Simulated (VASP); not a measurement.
# NaHF2 (R-3m) in VASP: further runs

NaHF2 is run at these levels: LDA; tasks: single point.

Program: VASP 6.6.1. These are calculated values, not measurements. Logs are shortened: lines on timing, memory, paths and dates and some standing lists are left out, and cuts for length are marked.

## (1) The cell of the first run

Symmetry: R-3m, No. 166, trigonal system. Conventional cell: a = 3.386 Å, b = 3.386 Å, c = 13.633 Å, α = 90.00°, β = 90.00°, γ = 120.00°. Na (site symmetry -3m) has 6 F at 2.22 Å and 6 H at 3.00 Å within 3.0 Å. H (site symmetry -3m) has 2 F at 1.23 Å within 1.6 Å. F (site symmetry 3m) has 1 H at 1.23 Å within 1.6 Å.

## (2) Single point, LDA (11.28 Å³/atom)

INCAR

```
PREC = Accurate
ENCUT = 520
EDIFF = 1E-6
ISMEAR = -1
SIGMA = 0.02
LREAL = F
LASPH = T
NELM = 80
ALGO = Normal
ISIF = 2
LWAVE = F
LCHARG = F
NBANDS = 19
```

KPOINTS

```
Automatic mesh
0
Gamma
  10 10 10
```

POSCAR

```
NaHF2
1.0
    1.6931609244      0.9775469155      4.5441732967
   -1.6931609244      0.9775469155      4.5441732967
    0.0000000000     -1.9550938310      4.5441732967
Na H F
1 1 2
Direct
    0.0000000000      0.0000000000      0.0000000000
    0.5000000000      0.5000000000      0.5000000000
    0.4100000000      0.4100000000      0.4100000000
    0.5900000000      0.5900000000      0.5900000000
```

Potentials or basis: VASP PAW LDA potentials, release 64 (Na_pv, H, F).

Run with:

```sh
$ cat potpaw_LDA.64/Na_pv/POTCAR potpaw_LDA.64/H/POTCAR potpaw_LDA.64/F/POTCAR > POTCAR
$ mpirun -np 1 vasp_std > vasp.out
```

OUTCAR:

```text
PREC = Accurate
   ENCUT = 520
   EDIFF = 1E-6
   ISMEAR = -1
   LREAL = F
   LASPH = T
   NELM = 80
   ISIF = 2

 ion  position               nearest neighbor table
   1  0.000  0.000  0.000-   4 2.22   4 2.22   3 2.22   3 2.22   4 2.22   3 2.22
   2  0.500  0.500  0.500-   3 1.23   4 1.23
   3  0.410  0.410  0.410-   2 1.23   1 2.22   1 2.22   1 2.22
   4  0.590  0.590  0.590-   2 1.23   1 2.22   1 2.22   1 2.22

  LATTYP: Found a trigonal (rhomboedric) cell.
 ALAT       =     4.9469084122
 COS(alpha) =     0.7657073146

  Lattice vectors:

 A1 = (   1.6931609244,   0.9775469155,   4.5441732967)
 A2 = (  -1.6931609244,   0.9775469155,   4.5441732967)
 A3 = (   0.0000000000,  -1.9550938310,   4.5441732967)

Analysis of symmetry for initial positions (statically):
=====================================================================
 Subroutine PRICEL returns:
 Original cell was already a primitive cell.

 Routine SETGRP: Setting up the symmetry group for a
 trigonal (rhombohedral) supercell.

 Subroutine GETGRP returns: Found 12 space group operations
 (whereof 12 operations were pure point group operations)
 out of a pool of 12 trial point group operations.

The static configuration has the point symmetry D_3d.

Analysis of symmetry for dynamics (positions and initial velocities):
=====================================================================
 Subroutine PRICEL returns:
 Original cell was already a primitive cell.

 Routine SETGRP: Setting up the symmetry group for a
 trigonal (rhombohedral) supercell.

 Subroutine GETGRP returns: Found 12 space group operations
 (whereof 12 operations were pure point group operations)
 out of a pool of 12 trial point group operations.

The dynamic configuration has the point symmetry D_3d.

 Subroutine INISYM returns: Found 12 space group operations
 (whereof 12 operations are pure point group operations),
 and found     1 'primitive' translations

----------------------------------------------------------------------------------------

                                     Primitive cell

  volume of cell :      45.1276

  direct lattice vectors                    reciprocal lattice vectors
     1.693160924  0.977546915  4.544173297     0.295305657  0.170494801  0.073354010
    -1.693160924  0.977546915  4.544173297    -0.295305657  0.170494801  0.073354010
     0.000000000 -1.955093831  4.544173297     0.000000000 -0.340989602  0.073354010

  length of vectors
     4.946908412  4.946908412  4.946908412     0.348790366  0.348790366  0.348790366

  position of ions in fractional coordinates (direct lattice)
     0.000000000  0.000000000  0.000000000
     0.500000000  0.500000000  0.500000000
     0.410000000  0.410000000  0.410000000
     0.590000000  0.590000000  0.590000000

  ion indices of the primitive-cell ions
   primitive index   ion index
                 1           1
                 2           2
                 3           3
                 4           4

----------------------------------------------------------------------------------------

 KPOINTS: Automatic mesh

Automatic generation of k-mesh.
 Grid dimensions read from file:
 generate k-points for:   10   10   10

 Generating k-lattice:

  Cartesian coordinates                     Fractional coordinates (reciprocal lattice)
     0.029530566  0.017049480  0.007335401     0.100000000 -0.000000000  0.000000000
    -0.029530566  0.017049480  0.007335401    -0.000000000  0.100000000  0.000000000
     0.000000000 -0.034098960  0.007335401     0.000000000  0.000000000  0.100000000

  Length of vectors
     0.034879037  0.034879037  0.034879037

  Shift w.r.t. Gamma in fractional coordinates (k-lattice)
     0.000000000  0.000000000  0.000000000

 Subroutine IBZKPT returns following result:
 ===========================================

 Found    116 irreducible k-points:

 Following reciprocal coordinates:
            Coordinates               Weight
  0.000000  0.000000  0.000000      1.000000
  0.100000  0.000000  0.000000      6.000000
  0.200000  0.000000  0.000000      6.000000
  0.300000 -0.000000  0.000000      6.000000
  0.400000 -0.000000  0.000000      6.000000
  0.500000 -0.000000  0.000000      3.000000
[... 16 lines left out ...]
  0.300000  0.300000  0.000000      6.000000
  0.400000  0.300000  0.000000     12.000000
 [... further k-points ...]
   k-points           NKPTS =    116   k-points in BZ     NKDIM =    116   number of bands    NBANDS=     19
   number of dos      NEDOS =    301   number of ions     NIONS =      4
   total plane-waves  NPLWV =  64000
   dimension x,y,z NGX =    40 NGY =   40 NGZ =   40
   dimension x,y,z NGXF=    80 NGYF=   80 NGZF=   80
   ions per type =               1   1   2
   NGX,Y,Z   is equivalent  to a cutoff of  13.44, 13.44, 13.44 a.u.
   NGXF,Y,Z  is equivalent  to a cutoff of  26.88, 26.88, 26.88 a.u.
 SYSTEM =  unknown system
   PREC   = accura    normal or accurate (medium, high low for compatibility)
   ISTART =      0    job   : 0-new  1-cont  2-samecut
   ICHARG =      2    charge: 1-file 2-atom 10-const
   ISPIN  =      1    spin polarized calculation?
   LNONCOLLINEAR =      F non collinear calculations
   LSORBIT =      F    spin-orbit coupling
   LASPH  =      T    aspherical Exc in radial PAW
   ENCUT  =  520.0 eV  38.22 Ry    6.18 a.u.   9.20  9.20  9.20*2*pi/ulx,y,z
   NELM   =     80;   NELMIN=  2; NELMDL= -5     # of ELM steps
   EDIFF  = 0.1E-05   stopping-criterion for ELM
   LREAL  =      F    real-space projection
   EDIFFG = 0.1E-04   stopping-criterion for IOM
   NSW    =      0    number of steps for IOM
   IBRION =     -1    ionic relax: 0-MD 1-quasi-New 2-CG
   NFREE  =      0    steps in history (QN), initial steepest desc. (CG)
   ISIF   =      2    stress and relaxation
   ISYM   =      2    0-nonsym 1-usesym 2-fastsym
   POTIM  = 0.5000    time-step for ionic-motion
   TEBEG  =    0.0;   TEEND  =   0.0 temperature during run
   PSTRESS=    0.0 pullay stress
   NELECT =      22.0000    total number of electrons
   NUPDOWN=      -1.0000    fix difference up-down
   EMIN   =  10.00;   EMAX   =-10.00  energy-range for DOS
   EFERMI =   0.00;   METHOD = LEGACY
   ISMEAR =    -1;   SIGMA  =   0.02  broadening in eV -4-tet -1-fermi 0-gaus
   EFERMI_NEDOS =   21; number of points for ismear=-14 and -15
   IALGO  =     38    algorithm
   IMIX   =      4    mixing-type and parameters
     AMIX     =   0.40;   BMIX     =  1.00
     AMIX_MAG =   1.60;   BMIX_MAG =  1.00
  volume/ion in A,a.u.               =      11.28        76.13
  Fermi-wavevector in a.u.,A,eV,Ry     =   1.288452  2.434822 22.587164  1.660110
  Thomas-Fermi vector in A             =   2.420405
   LORBIT       =      0    0 simple, 1 ext, 2 COOP (PROOUT), +10 PAW based schemes
   GGA     = CA    functional components
   LHFCALC =     F    Hartree Fock is set to
   AEXX    =    0.0000 exact exchange contribution
   IVDW    =     0    specifies the selected vdW correction
   LEPSILON=     F    determine dielectric tensor
   LRPA    =     F    only Hartree local field effects (RPA)
 non-spin polarized calculation
  energy-cutoff  :      520.00
  volume of cell :       45.13
 maximum number of plane-waves:      1246
 NGX is ok and might be reduce to    40
   NGX = 19   NGY = 19   NGZ = 19

 number of electron      22.0000004 magnetization

 Free energy of the ion-electron system (eV)
  ---------------------------------------------------
  ext. energy  EPLUGINS =         0.00000000
  ---------------------------------------------------
  free energy    TOTEN  =       -18.59634657 eV

  energy without entropy =      -18.59634657  energy(sigma->0) =      -18.59634657

 E-fermi :  -3.5227     XC(G=0):  -9.1175

 val. band max:       -4.0385137798   @ k =   0.5000   0.5000   0.5000
 cond. band min:       2.5085610479   @ k =   0.0000   0.0000   0.0000
 fundamental gap:      6.5470748277
 Fermi energy:        -3.5226601094

 k-point     1 :       0.0000    0.0000    0.0000
  band No.  band energies     occupation
      1     -23.8590      2.00000
      2     -23.1432      2.00000
      3     -21.8972      2.00000
      4     -21.8972      2.00000
      5     -21.6118      2.00000
      6      -8.6618      2.00000
[... 11 lines left out ...]
     18      17.4233      0.00000
     19      17.4233      0.00000

 k-point     2 :       0.1000    0.0000    0.0000
  band No.  band energies     occupation
      1     -23.8681      2.00000
      2     -23.1213      2.00000
      3     -21.8998      2.00000
      4     -21.8779      2.00000
      5     -21.6368      2.00000
      6      -8.6185      2.00000
[... 11 lines left out ...]
     18      16.6022      0.00000
     19      17.2703      0.00000

 k-point     3 :       0.2000    0.0000    0.0000
  band No.  band energies     occupation
      1     -23.8916      2.00000
      2     -23.0611      2.00000
      3     -21.9067      2.00000
      4     -21.8339      2.00000
      5     -21.7006      2.00000
      6      -8.5031      2.00000
[... 11 lines left out ...]
     18      15.1896      0.00000
     19      17.0091      0.00000

 k-point     4 :       0.3000   -0.0000    0.0000
  band No.  band energies     occupation
      1     -23.9190      2.00000
      2     -22.9762      2.00000
      3     -21.9152      2.00000
      4     -21.8441      2.00000
      5     -21.7265      2.00000
      6      -8.3550      2.00000
[... 11 lines left out ...]
     18      15.0743      0.00000
     19      16.8686      0.00000

 k-point     5 :       0.4000   -0.0000    0.0000
  band No.  band energies     occupation
      1     -23.9401      2.00000
      2     -22.8954      2.00000
      3     -21.9250      2.00000
      4     -21.9221      2.00000
      5     -21.6881      2.00000
      6      -8.2296      2.00000
[... 11 lines left out ...]
     18      14.9583      0.00000
     19      16.8268      0.00000

 k-point     6 :       0.5000   -0.0000    0.0000
  band No.  band energies     occupation
      1     -23.9478      2.00000
      2     -22.8601      2.00000
      3     -21.9636      2.00000
      4     -21.9247      2.00000
      5     -21.6704      2.00000
      6      -8.1800      2.00000
[... 11 lines left out ...]
     18      14.9112      0.00000
     19      16.7012      0.00000

 k-point     7 :       0.1000    0.1000    0.0000
  band No.  band energies     occupation
      1     -23.8641      2.00000
      2     -23.1248      2.00000
      3     -21.8998      2.00000
      4     -21.8780      2.00000
      5     -21.6388      2.00000
      6      -8.5998      2.00000
[... 11 lines left out ...]
     18      16.4178      0.00000
     19      17.4964      0.00000

 k-point     8 :       0.2000    0.1000    0.0000
  band No.  band energies     occupation
      1     -23.8734      2.00000
      2     -23.0942      2.00000
      3     -21.9068      2.00000
      4     -21.8425      2.00000
      5     -21.6827      2.00000
      6      -8.5057      2.00000
[... 256 lines left out ...]
 k-point    20 :      -0.4000    0.2000    0.0000
  band No.  band energies     occupation
      1     -23.8669      2.00000
      2     -23.0298      2.00000
      3     -21.9600      2.00000
      4     -21.8081      2.00000
      5     -21.6971      2.00000
      6      -8.1295      2.00000
[... 11 lines left out ...]
     18      15.2091      0.00000
     19      16.2800      0.00000

 k-point    21 :      -0.3000    0.2000    0.0000
  band No.  band energies     occupation
      1     -23.8857      2.00000
      2     -23.0091      2.00000
      3     -21.9568      2.00000
      4     -21.7918      2.00000
      5     -21.7202      2.00000
      6      -8.2042      2.00000
[... 11 lines left out ...]
     18      14.8973      0.00000
     19      16.2850      0.00000

 k-point    22 :      -0.2000    0.2000    0.0000
  band No.  band energies     occupation
      1     -23.8999      2.00000
      2     -23.0063      2.00000
      3     -21.9433      2.00000
      4     -21.7611      2.00000
      5     -21.7608      2.00000
      6      -8.3208      2.00000
[... 11 lines left out ...]
     18      15.1996      0.00000
     19      16.0845      0.00000

 k-point    23 :       0.3000    0.3000    0.0000
  band No.  band energies     occupation
      1     -23.8026      2.00000
      2     -23.1616      2.00000
      3     -21.9154      2.00000
      4     -21.8868      2.00000
      5     -21.6196      2.00000
      6      -8.2465      2.00000
[... 11 lines left out ...]
     18      15.3200      0.00000
     19      17.0171      0.00000

 k-point    24 :       0.4000    0.3000    0.0000
  band No.  band energies     occupation
      1     -23.7685      2.00000
      2     -23.1960      2.00000
      3     -21.9416      2.00000
      4     -21.8798      2.00000
      5     -21.5919      2.00000
      6      -8.1540      2.00000
[... 11 lines left out ...]
     18      15.8673      0.00000
     19      16.3029      0.00000

 [... further k-points ...]
[... 5 lines left out ...]
  --------------------------------------------------------------------------------------
  -------------------------------------------------------------------------------------
  Total        0.1163095      0.1163095     -3.9636850      0.0000000      0.0000000      0.0000000
  in kB        4.1293691      4.1293691   -140.7238590      0.0000000      0.0000000      0.0000000
  external PRESSURE =     -44.1550403 kB  Pullay stress =       0.0000000 kB

 VOLUME and BASIS-vectors are now :
 -----------------------------------------------------------------------------
  energy-cutoff  :      520.00
  volume of cell :       45.13
      direct lattice vectors                 reciprocal lattice vectors
     1.693160924  0.977546915  4.544173297     0.295305657  0.170494801  0.073354010
    -1.693160924  0.977546915  4.544173297    -0.295305657  0.170494801  0.073354010
     0.000000000 -1.955093831  4.544173297     0.000000000 -0.340989602  0.073354010

 POSITION                                       TOTAL-FORCE (eV/Angst)
 -----------------------------------------------------------------------------------
      0.00000      0.00000      0.00000        -0.000000      0.000000      0.000000
      0.00000      0.00000      6.81626         0.000000      0.000000     -0.000000
      0.00000      0.00000      5.58933        -0.000000      0.000000      1.963656
      0.00000      0.00000      8.04319        -0.000000     -0.000000     -1.963656
 -----------------------------------------------------------------------------------
    total drift:                                0.000000      0.000000     -0.000000

  FREE ENERGIE OF THE ION-ELECTRON SYSTEM (eV)
  ---------------------------------------------------
  free  energy   TOTEN  =       -18.5963465727 eV

  energy  without entropy=      -18.5963465727  energy(sigma->0) =      -18.59634657
```

Wall time 3.5 min (1 thread of Intel Xeon 8259CL, shared host); peak memory 0.24 GiB.

What came out:

| Property | Result |
| --- | --- |
| Free energy | -18.5963 eV |
| Pressure | -4.4 GPa |
| Largest force | 1.964 eV/Å |
| Band gap on the k mesh | 6.55 eV (least direct gap 6.83 eV) |

Forces in eV/Å, atoms in the order of the input:
```
Na   0.000  0.000  0.000
H    0.000  0.000  0.000
F    0.000  0.000  1.964
F    0.000  0.000 -1.964
```

Levels at points of the mesh, in eV from the valence-band top:
| k point | band 9 | band 10 | band 11 | band 12 | band 13 | band 14 |
| --- | --- | --- | --- | --- | --- | --- |
| (0.00, 0.00, 0.00) | -0.34 | -0.34 | -0.28 | 6.55 | 13.14 | 14.72 |
| (0.50, 0.00, 0.00) | -0.53 | -0.46 | -0.45 | 10.49 | 11.40 | 15.53 |
| (0.50, 0.50, 0.00) | -0.81 | -0.61 | -0.15 | 11.47 | 11.52 | 13.68 |
| (0.50, 0.50, 0.50) | -0.69 | 0.00 | 0.00 | 8.26 | 10.23 | 14.18 |

Caveat: the stress differs along the axes, from -14 to 0 GPa; forces of over 1 eV/Å act on the atoms, so gaps and moduli don't describe the material at rest.

[end of part 1 of 2]
